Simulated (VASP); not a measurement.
## C: single point with PBE

C:

```
C
1.0
    -0.01298    1.78495    1.78495
     1.78495   -0.01298    1.78495
     1.78495    1.78495   -0.01298
C
2
Direct
  0.99995 0.99995 0.99995
  0.25005 0.25005 0.25005
```

This cell differs from its parent crystal: epitaxial 111 strain +1.0%.

| Item | Value |
| --- | --- |
| Program | VASP 6.6.1 |
| Task | single point |
| Functional | PBE |
| Potentials or basis | VASP PAW PBE potentials, release 64 (C) |
| Cutoff | 520 eV |
| k mesh | 12 × 12 × 12 |
| Occupations | fermi-dirac, width 0.02 eV |
| Spin | no spin polarisation |
| Dipole correction | no |
| Further INCAR settings | ALGO = Normal; EDIFF = 1e-06; NBANDS = 11 |

```yaml
Pressure: -3.3 GPa
Largest_force: 0.017 eV/Å
Band_gap_on_the_k_mesh: 4.11 eV, indirect (least direct gap 5.44 eV)
```

Forces in eV/Å, atoms in the order of the input:
```
C   -0.010 -0.010 -0.010
C    0.010  0.010  0.010
```

Stress tensor (GPa, compression positive):
```
-3.32  4.01  4.01
 4.01 -3.32  4.01
 4.01  4.01 -3.32
```

Levels at points of the mesh, in eV from the valence-band top:
| k point | band 1 | band 2 | band 3 | band 4 | band 5 | band 6 | band 7 | band 8 | band 9 |
| --- | --- | --- | --- | --- | --- | --- | --- | --- | --- |
| (0.00, 0.00, 0.00) | -21.30 | -0.01 | -0.01 | 0.00 | 5.44 | 5.44 | 5.75 | 13.03 | 19.12 |
| (0.50, 0.00, 0.00) | -15.66 | -13.23 | -2.75 | -2.73 | 8.31 | 8.45 | 8.82 | 15.57 | 21.68 |
| (0.50, 0.50, 0.00) | -12.72 | -12.64 | -6.30 | -6.15 | 4.58 | 4.87 | 16.58 | 16.60 | 22.91 |
| (0.50, 0.50, 0.50) | -15.45 | -13.24 | -2.87 | -2.87 | 8.33 | 8.33 | 8.41 | 15.54 | 21.72 |

It took 18 s on 1 thread of AMD EPYC 9R45 (Zen 5) (shared host), peak memory 0.1 GiB.

Caveat: the cell differs from its parent crystal (epitaxial 111 strain +1.0%). A k mesh can miss the band edges.
